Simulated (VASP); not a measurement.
# AlGa2P3 (Cmmm) in VASP: notebook

AlGa2P3 is run at these levels: r2SCAN+rVV10; tasks: single point.

All numbers are computed with VASP 6.6.1; they aren't measurements. Logs are shortened: lines on timing, memory, paths and dates and some standing lists are left out, and cuts for length are marked.

## (1) The cell of the first run

The structure is orthorhombic, space group Cmmm (No. 65). Conventional cell: a = 4.642 Å, b = 10.323 Å, c = 4.786 Å, α = 90.00°, β = 90.00°, γ = 90.00°. Al (site symmetry mmm) has 8 P at 2.58 to 3.33 Å within 3.4 Å. Within 3.1 Å of Ga (site symmetry 2/m) lie 2 Ga at 2.32 Å and 6 P at 2.83 to 3.03 Å. Within 3.1 Å of P (site symmetry m2m) lie 3 P at 2.26 to 2.65 Å and 2 Al at 2.58 Å and 4 Ga at 3.03 Å. P (site symmetry mmm) has 4 P at 2.65 Å and 4 Ga at 2.83 Å and 4 Al at 3.33 Å within 3.5 Å.

## (2) Single point, r2SCAN+rVV10

The input, POSCAR:

```
AlGa2P3
1.0
    2.3210801628     -5.1615832149      0.0000000000
    2.3210801628      5.1615832149      0.0000000000
    0.0000000000      0.0000000000      4.7855605444
Al Ga P
1 2 3
Direct
    0.5000000000      0.5000000000      0.0000000000
    0.0000000000      0.5000000000      0.5000000000
    0.5000000000      0.0000000000      0.5000000000
    0.1095739411      0.8904260589      0.0000000000
    0.8904260589      0.1095739411      0.0000000000
    0.0000000000      0.0000000000      0.5000000000
```

The input, INCAR.step1:

```
PREC = Accurate ; ENCUT = 520
ISMEAR = -1 ; SIGMA = 0.03
LREAL = F ; LASPH = T
NELM = 80 ; NBANDS = 31
GGA = PE ; ALGO = Normal
EDIFF = 1E-4 ; LWAVE = T
LCHARG = F
```

The input, INCAR.step2:

```
PREC = Accurate ; ENCUT = 520
EDIFF = 1E-6 ; ISMEAR = -1
SIGMA = 0.03 ; LREAL = F
LASPH = T ; NELM = 80
ALGO = Normal ; ISIF = 2
LWAVE = F ; LCHARG = T
METAGGA = R2SCAN ; LMIXTAU = T
LUSE_VDW = T ; IVDW_NL = 2
BPARAM = 11.95 ; CPARAM = 0.0093
LELF = T ; LVHAR = T
NBANDS = 31 ; ISTART = 1
```

The input, KPOINTS:

```
regular mesh
0
Gamma
  6 6 6
```

Potentials or basis: VASP PAW PBE potentials, release 64 (Al, Ga_d, P).

The run is started by

```
> cat potpaw_PBE.64/Al/POTCAR potpaw_PBE.64/Ga_d/POTCAR potpaw_PBE.64/P/POTCAR > POTCAR
> cp INCAR.step1 INCAR
> mpirun -np 1 vasp_std > vasp.out
> cp INCAR.step2 INCAR
> mpirun -np 1 vasp_std > vasp.out
```

OUTCAR:

```text
PREC = Accurate
   ENCUT = 520
   EDIFF = 1E-6
   ISMEAR = -1
   LREAL = F
   LASPH = T
   NELM = 80
   ISIF = 2
   METAGGA = R2SCAN
   IVDW_NL = 2
   BPARAM = 11.95
   ISTART = 1

 ion  position               nearest neighbor table
   1  0.500  0.500  0.000-   4 2.58   5 2.58   4 2.58   5 2.58
   2  0.000  0.500  0.500-   3 2.32   3 2.32   6 2.83   6 2.83
   3  0.500  0.000  0.500-   2 2.32   2 2.32   6 2.83   6 2.83
   4  0.110  0.890  0.000-   5 2.26   1 2.58   1 2.58   6 2.65   6 2.65
   5  0.890  0.110  0.000-   4 2.26   1 2.58   1 2.58   6 2.65   6 2.65
   6  0.000  0.000  0.500-   4 2.65   5 2.65   4 2.65   5 2.65   2 2.83   3 2.83   2 2.83   3 2.83

  LATTYP: Found a base centered orthorhombic cell.
 ALAT       =     4.6421603256
 B/A-ratio  =     2.2237849850
 C/A-ratio  =     1.0308908372

  Lattice vectors:

 A1 = (   2.3210801628,  -5.1615832149,   0.0000000000)
 A2 = (   2.3210801628,   5.1615832149,   0.0000000000)
 A3 = (   0.0000000000,   0.0000000000,   4.7855605444)

Analysis of symmetry for initial positions (statically):
=====================================================================
 Subroutine PRICEL returns:
 Original cell was already a primitive cell.

 Routine SETGRP: Setting up the symmetry group for a
 base centered orthorhombic supercell.

 Subroutine GETGRP returns: Found  8 space group operations
 (whereof  8 operations were pure point group operations)
 out of a pool of  8 trial point group operations.

The static configuration has the point symmetry D_2h.

Analysis of symmetry for dynamics (positions and initial velocities):
=====================================================================
 Subroutine PRICEL returns:
 Original cell was already a primitive cell.

 Routine SETGRP: Setting up the symmetry group for a
 base centered orthorhombic supercell.

 Subroutine GETGRP returns: Found  8 space group operations
 (whereof  8 operations were pure point group operations)
 out of a pool of  8 trial point group operations.

The dynamic configuration has the point symmetry D_2h.

 Subroutine INISYM returns: Found  8 space group operations
 (whereof  8 operations are pure point group operations),
 and found     1 'primitive' translations

----------------------------------------------------------------------------------------

                                     Primitive cell

  volume of cell :     114.6663

  direct lattice vectors                    reciprocal lattice vectors
     2.321080163 -5.161583215  0.000000000     0.215416946 -0.096869503  0.000000000
     2.321080163  5.161583215  0.000000000     0.215416946  0.096869503  0.000000000
     0.000000000  0.000000000  4.785560544     0.000000000  0.000000000  0.208961937

  length of vectors
     5.659448242  5.659448242  4.785560544     0.236195176  0.236195176  0.208961937

  position of ions in fractional coordinates (direct lattice)
     0.500000000  0.500000000  0.000000000
     1.000000000  0.500000000  0.500000000
     0.500000000  1.000000000  0.500000000
     0.109573941  0.890426059  0.000000000
     0.890426059  0.109573941  0.000000000
     0.000000000  0.000000000  0.500000000

  ion indices of the primitive-cell ions
   primitive index   ion index
                 1           1
                 2           2
                 3           3
                 4           4
                 5           5
                 6           6

----------------------------------------------------------------------------------------

 KPOINTS: regular mesh

Automatic generation of k-mesh.
 Grid dimensions read from file:
 generate k-points for:    6    6    6

 Generating k-lattice:

  Cartesian coordinates                     Fractional coordinates (reciprocal lattice)
     0.035902824 -0.016144917  0.000000000     0.166666667 -0.000000000  0.000000000
     0.035902824  0.016144917  0.000000000    -0.000000000  0.166666667  0.000000000
     0.000000000  0.000000000  0.034826989     0.000000000  0.000000000  0.166666667

  Length of vectors
     0.039365863  0.039365863  0.034826989

  Shift w.r.t. Gamma in fractional coordinates (k-lattice)
     0.000000000  0.000000000  0.000000000

 Subroutine IBZKPT returns following result:
 ===========================================

 Found     52 irreducible k-points:

 Following reciprocal coordinates:
            Coordinates               Weight
  0.000000  0.000000  0.000000      1.000000
  0.166667 -0.000000  0.000000      4.000000
  0.333333  0.000000  0.000000      4.000000
  0.500000 -0.000000  0.000000      2.000000
  0.166667  0.166667  0.000000      2.000000
  0.333333  0.166667  0.000000      4.000000
[... 16 lines left out ...]
  0.333333  0.333333  0.166667      4.000000
  0.500000  0.333333  0.166667      8.000000
 [... further k-points ...]
   k-points           NKPTS =     52   k-points in BZ     NKDIM =     52   number of bands    NBANDS=     31
   number of dos      NEDOS =    301   number of ions     NIONS =      6
   total plane-waves  NPLWV =  63504
   dimension x,y,z NGX =    42 NGY =   42 NGZ =   36
   dimension x,y,z NGXF=    84 NGYF=   84 NGZF=   72
   ions per type =               1   2   3
   NGX,Y,Z   is equivalent  to a cutoff of  12.34, 12.34, 12.51 a.u.
   NGXF,Y,Z  is equivalent  to a cutoff of  24.67, 24.67, 25.01 a.u.
 SYSTEM =  unknown system
   PREC   = accura    normal or accurate (medium, high low for compatibility)
   ISTART =      1    job   : 0-new  1-cont  2-samecut
   ICHARG =      0    charge: 1-file 2-atom 10-const
   ISPIN  =      1    spin polarized calculation?
   LNONCOLLINEAR =      F non collinear calculations
   LSORBIT =      F    spin-orbit coupling
   LASPH  =      T    aspherical Exc in radial PAW
   ENCUT  =  520.0 eV  38.22 Ry    6.18 a.u.  10.52 10.52  8.90*2*pi/ulx,y,z
   NELM   =     80;   NELMIN=  2; NELMDL=  0     # of ELM steps
   EDIFF  = 0.1E-05   stopping-criterion for ELM
   LREAL  =      F    real-space projection
   EDIFFG = 0.1E-04   stopping-criterion for IOM
   NSW    =      0    number of steps for IOM
   IBRION =     -1    ionic relax: 0-MD 1-quasi-New 2-CG
   NFREE  =      0    steps in history (QN), initial steepest desc. (CG)
   ISIF   =      2    stress and relaxation
   ISYM   =      2    0-nonsym 1-usesym 2-fastsym
   POTIM  = 0.5000    time-step for ionic-motion
   TEBEG  =    0.0;   TEEND  =   0.0 temperature during run
   PSTRESS=    0.0 pullay stress
   NELECT =      44.0000    total number of electrons
   NUPDOWN=      -1.0000    fix difference up-down
   EMIN   =  10.00;   EMAX   =-10.00  energy-range for DOS
   EFERMI =   0.00;   METHOD = LEGACY
   ISMEAR =    -1;   SIGMA  =   0.03  broadening in eV -4-tet -1-fermi 0-gaus
   EFERMI_NEDOS =   21; number of points for ismear=-14 and -15
   IALGO  =     38    algorithm
   IMIX   =      4    mixing-type and parameters
     AMIX     =   0.40;   BMIX     =  1.00
     AMIX_MAG =   1.60;   BMIX_MAG =  1.00
  volume/ion in A,a.u.               =      19.11       128.97
  Fermi-wavevector in a.u.,A,eV,Ry     =   1.189635  2.248084 19.255395  1.415232
  Thomas-Fermi vector in A             =   2.325738
   LORBIT       =      0    0 simple, 1 ext, 2 COOP (PROOUT), +10 PAW based schemes
   METAGGA = R2SCAN    functional components
   LHFCALC =     F    Hartree Fock is set to
   AEXX    =    0.0000 exact exchange contribution
   IVDW_NL    =     2    kernel type
   BPARAM     =11.9500
   IVDW    =     0    specifies the selected vdW correction
   LEPSILON=     F    determine dielectric tensor
   LRPA    =     F    only Hartree local field effects (RPA)
 non-spin polarized calculation
  energy-cutoff  :      520.00
  volume of cell :      114.67
 maximum number of plane-waves:      3119
   NGX = 21   NGY = 21   NGZ = 17

 number of electron      43.9999984 magnetization

 Free energy of the ion-electron system (eV)
  ---------------------------------------------------
  ext. energy  EPLUGINS =         0.00000000
  ---------------------------------------------------
  free energy    TOTEN  =       -52.73240069 eV

  energy without entropy =      -52.72895114  energy(sigma->0) =      -52.73067591

 E-fermi :   5.9079     XC(G=0): -10.8437

 val. band max:        5.8868826695   @ k =   0.0000   0.0000   0.3333
 cond. band min:       5.9637246059   @ k =   0.0000   0.0000   0.5000
 fundamental gap:      0.0768419363
 Fermi energy:         5.9078750137

 k-point     1 :       0.0000    0.0000    0.0000
  band No.  band energies     occupation
      1     -10.3343      2.00000
      2      -9.9483      2.00000
      3      -9.9182      2.00000
      4      -9.7064      2.00000
      5      -9.6909      2.00000
      6      -9.6041      2.00000
[... 23 lines left out ...]
     30      10.7782      0.00000
     31      12.1833      0.00000

 k-point     2 :       0.1667   -0.0000    0.0000
  band No.  band energies     occupation
      1     -10.2482      2.00000
      2      -9.9076      2.00000
      3      -9.8818      2.00000
      4      -9.6969      2.00000
      5      -9.6839      2.00000
      6      -9.6116      2.00000
[... 23 lines left out ...]
     30      11.9209      0.00000
     31      12.2882      0.00000

 k-point     3 :       0.3333    0.0000    0.0000
  band No.  band energies     occupation
      1     -10.0153      2.00000
      2      -9.7985      2.00000
      3      -9.7824      2.00000
      4      -9.6691      2.00000
      5      -9.6630      2.00000
      6      -9.6342      2.00000
[... 23 lines left out ...]
     30      11.7177      0.00000
     31      12.5918      0.00000

 k-point     4 :       0.5000   -0.0000    0.0000
  band No.  band energies     occupation
      1      -9.7124      2.00000
      2      -9.7100      2.00000
      3      -9.6810      2.00000
      4      -9.6704      2.00000
      5      -9.6689      2.00000
      6      -9.6578      2.00000
[... 23 lines left out ...]
     30      11.6108      0.00000
     31      11.6350      0.00000

 k-point     5 :       0.1667    0.1667    0.0000
  band No.  band energies     occupation
      1     -10.0154      2.00000
      2      -9.8090      2.00000
      3      -9.7821      2.00000
      4      -9.6701      2.00000
      5      -9.6626      2.00000
      6      -9.6327      2.00000
[... 23 lines left out ...]
     30      12.2540      0.00000
     31      12.4383      0.00000
[... 542 lines left out ...]
     30      10.9307      0.00000
     31      11.6636      0.00000

 k-point    22 :      -0.1667    0.1667    0.1667
  band No.  band energies     occupation
      1     -10.3340      2.00000
      2      -9.9309      2.00000
      3      -9.9203      2.00000
      4      -9.7026      2.00000
      5      -9.6953      2.00000
      6      -9.6040      2.00000
[... 23 lines left out ...]
     30      11.4409      0.00000
     31      11.4583      0.00000

 k-point    23 :       0.3333    0.3333    0.1667
  band No.  band energies     occupation
      1     -10.0150      2.00000
      2      -9.7893      2.00000
      3      -9.7652      2.00000
      4      -9.6688      2.00000
      5      -9.6641      2.00000
      6      -9.6390      2.00000
[... 23 lines left out ...]
     30      11.1189      0.00000
     31      11.4978      0.00000

 k-point    24 :       0.5000    0.3333    0.1667
  band No.  band energies     occupation
      1     -10.2478      2.00000
      2      -9.8877      2.00000
      3      -9.8674      2.00000
      4      -9.6930      2.00000
      5      -9.6882      2.00000
      6      -9.6138      2.00000
[... 23 lines left out ...]
     30      10.5585      0.00000
     31      11.2814      0.00000

 [... further k-points ...]

------------------------ aborting loop because EDIFF is reached ----------------------------------------

  FORCE on cell =-STRESS in cart. coord.  units (eV):
  Direction    XX          YY          ZZ          XY          YZ          ZX
  --------------------------------------------------------------------------------------
  -------------------------------------------------------------------------------------
  Total        0.0247881     -0.1619815     -0.0143364      0.0000000      0.0000000      0.0000000
  in kB        0.3463523     -2.2632902     -0.2003163      0.0000000      0.0000000      0.0000000
  external PRESSURE =      -0.7057514 kB  Pullay stress =       0.0000000 kB

 VOLUME and BASIS-vectors are now :
 -----------------------------------------------------------------------------
  energy-cutoff  :      520.00
  volume of cell :      114.67
      direct lattice vectors                 reciprocal lattice vectors
     2.321080163 -5.161583215  0.000000000     0.215416946 -0.096869503  0.000000000
     2.321080163  5.161583215  0.000000000     0.215416946  0.096869503  0.000000000
     0.000000000  0.000000000  4.785560544     0.000000000  0.000000000  0.208961937

 POSITION                                       TOTAL-FORCE (eV/Angst)
 -----------------------------------------------------------------------------------
      2.32108      0.00000      0.00000        -0.000000     -0.000000      0.000000
      1.16054      2.58079      2.39278        -0.000000     -0.000000      0.000000
      1.16054     -2.58079      2.39278         0.000000     -0.000000      0.000000
      2.32108      4.03043      0.00000        -0.000000      0.057992      0.000000
      2.32108     -4.03043      0.00000        -0.000000     -0.057992      0.000000
      0.00000      0.00000      2.39278        -0.000000     -0.000000      0.000000
 -----------------------------------------------------------------------------------
    total drift:                                0.000000     -0.000000      0.000000

  FREE ENERGIE OF THE ION-ELECTRON SYSTEM (eV)
  ---------------------------------------------------
  free  energy   TOTEN  =       -52.7324006900 eV

  energy  without entropy=      -52.7289511366  energy(sigma->0) =      -52.73067591
```

Run time: 31 min. Hardware: 1 thread of Intel Xeon 8259CL, shared host; peak memory 0.6 GiB.

What came out:

```
Free energy            : -52.7324 eV
Pressure               : -0.1 GPa
Largest force          : 0.058 eV/Å
Band gap on the k mesh : zero (bands 22 and 23 overlap by 2.07 eV)
```

Forces in eV/Å, atoms in the order of the input:
```
Al   0.000  0.000  0.000
Ga   0.000  0.000  0.000
Ga   0.000  0.000  0.000
P    0.000  0.058  0.000
P    0.000 -0.058  0.000
P    0.000  0.000  0.000
```

Caveat: the PAW data sets were made with another functional, which shifts forces and pressure a little.

(Part 1 of 2 ends here.)

The gap in the log of VASP goes by the Fermi energy; the results here count the filled bands.